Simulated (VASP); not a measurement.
Set up this calculation in VASP 6.6.1, as the native input.

* Task: single point
* Functional: PBE
* Potentials or basis: VASP PAW PBE potentials, release 64 (Zr_sv, Ti_sv)
* Cutoff: 520 eV
* k mesh: 1 × 1 × 1, shifted
* Occupations: fermi-dirac, width 0.05 eV
* Spin: no spin polarisation
* Dipole correction: no
* Further INCAR settings: LREAL = Auto; ALGO = Normal; EDIFF = 1e-06; NBANDS = 162; ISYM = 0

The structure of Zr5Ti3 lies in POSCAR:

```
Zr5Ti3
1.0
    8.0883500000     -0.0717440000      0.2860350000
   -0.0717440000      7.8939330000     -0.0068350000
    0.2860350000     -0.0068350000      8.1197920000
Zr Ti
15 9
Direct
    0.7673936526      0.1268605643      0.3603371427
    0.0397869623      0.4566484992      0.8190463165
    0.8259046428      0.8025874318      0.7708427815
    0.2660779840      0.1156892349      0.8490959029
    0.1194642652      0.0879153781      0.2167168741
    0.5849880963      0.8159818059      0.5053868579
    0.4931097879      0.0734358850      0.1169403448
    0.9392177615      0.4490970803      0.2086354461
    0.0154538082      0.1201071447      0.6002977173
    0.1212897234      0.7767951697      0.9810116181
    0.6576649529      0.4210666693      0.9776974331
    0.3008893701      0.4246937002      0.1032345275
    0.4137916494      0.4789289729      0.7207250611
    0.7880205546      0.4233999826      0.5963932918
    0.4006357169      0.1523813349      0.4731293227
    0.4921588684      0.7666319218      0.9065955467
    0.2061955259      0.7842119284      0.6323523991
    0.9685986372      0.7792272398      0.3943646471
    0.8686806310      0.1417084006     -0.0153626457
    0.1923070616      0.4594151732      0.4567254373
    0.3278062675      0.7727752806      0.2573746782
    0.7274344299      0.7668573952      0.1461364728
    0.5693521109      0.4801881634      0.3365898357
    0.6428595981      0.1074227809      0.7410264807
```

The input as run:

INCAR

```
PREC     = Accurate       # precision mode
ENCUT    = 520            # plane-wave cutoff, eV
EDIFF    = 1E-6           # SCF threshold, eV
ISMEAR   = -1             # smearing method
SIGMA    = 0.05           # smearing width, eV
LREAL    = Auto         
LASPH    = True           # aspherical terms in the spheres
NELM     = 80             # most SCF steps
ALGO     = Normal         # electronic algorithm
ISIF     = 2              # what is computed and relaxed
LWAVE    = False          # write WAVECAR
LCHARG   = False          # write CHGCAR
GGA      = PE             # functional
NBANDS   = 162            # bands
ISYM     = 0
```

KPOINTS

```
Automatic mesh
0
Gamma
  1 1 1
  0.25 0.25 0.25
```

Potentials or basis: VASP PAW PBE potentials, release 64 (Zr_sv, Ti_sv).

Launch:

```console
$ cat potpaw_PBE.64/Zr_sv/POTCAR potpaw_PBE.64/Ti_sv/POTCAR > POTCAR
$ mpirun -np 1 vasp_std > vasp.out
```

It gave:

```
Pressure               : -1.8 GPa
Largest force          : 0.986 eV/Å
Band gap on the k mesh : 0.06 eV
```

Caveat: the k points lie up to 0.80 Å⁻¹ apart.

Wall time 6.5 min on 1 thread of Intel Xeon 6975P-C (shared host), peak memory 0.53 GiB.
